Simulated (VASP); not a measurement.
A run of VASP 6.6.1 is set up as follows.

The input INCAR:

```
SYSTEM = In2GaP3
PREC = Accurate
ENCUT = 520
EDIFF = 1E-6
ISMEAR = 0
SIGMA = 0.1
LREAL = .FALSE.
LASPH = .TRUE.
NELM = 80
ALGO = Normal
ISIF = 2
LWAVE = .FALSE.
LCHARG = .FALSE.
GGA = PE
NBANDS = 36
```

File KPOINTS:

```
regular mesh
0
G
  6 6 6
  0 0 0
```

File POSCAR:

```
In2GaP3
1.0
   -1.9227939565      1.9227939565      8.1242230323
    1.9227939565     -1.9227939565      8.1242230323
    1.9227939565      1.9227939565     -8.1242230323
In Ga P
2 1 3
Direct
    0.6664195541      0.6664195541      0.0000000000
    0.3335804459      0.3335804459      0.0000000000
    0.0000000000      0.0000000000      0.0000000000
    0.1617027586      0.1617027586      0.0000000000
    0.8382972414      0.8382972414      0.0000000000
    0.5000000000      0.5000000000      0.0000000000
```

Potentials or basis: VASP PAW PBE potentials, release 64 (In_d, Ga_d, P).

The run is started by

```console
$ cat potpaw_PBE.64/In_d/POTCAR potpaw_PBE.64/Ga_d/POTCAR potpaw_PBE.64/P/POTCAR > POTCAR
$ mpirun -np 1 vasp_std > vasp.out
```

(1) Predict the pressure.

(2) Estimate the band gap on the k mesh.

(3) Predict the largest force.

Answers

(1) -0.1 GPa.

(2) zero (bands 27 and 28 overlap by 2.76 eV).

(3) 0.015 eV/Å.

Caveat: spin-orbit coupling is left out, which moves the levels of the heavy elements.
